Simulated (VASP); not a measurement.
Here is a VASP 6.6.1 calculation.

INCAR

```
ALGO     = Normal         # electronic algorithm
EDIFF    = 1E-6           # SCF threshold, eV
ENCUT    = 520            # plane-wave cutoff, eV
GGA      = PE             # functional
ISIF     = 2              # what is computed and relaxed
ISMEAR   = -1             # smearing method
LASPH    = True           # aspherical terms in the spheres
LCHARG   = False          # write CHGCAR
LREAL    = False          # projectors in reciprocal space
LWAVE    = False          # write WAVECAR
NBANDS   = 8              # bands
NELM     = 80             # most SCF steps
PREC     = Accurate       # precision mode
SIGMA    = 0.15           # smearing width, eV
```

Contents of KPOINTS:

```
k-points
0
Gamma
  13 13 13
```

The input POSCAR:

```
Li
1.0
   -1.7065529839      1.7065529839      1.7065529839
    1.7065529839     -1.7065529839      1.7065529839
    1.7065529839      1.7065529839     -1.7065529839
Li
1
Direct
    0.0000000000      0.0000000000      0.0000000000
```

Potentials or basis: VASP PAW PBE potentials, release 64 (Li_sv).

Run with:

```console
$ cat potpaw_PBE.64/Li_sv/POTCAR > POTCAR
$ mpirun -np 1 vasp_std > vasp.out
```

(1) Estimate the band gap on the k mesh.

Results:

(1) zero (an odd number of electrons rules out a gap without spin polarisation).
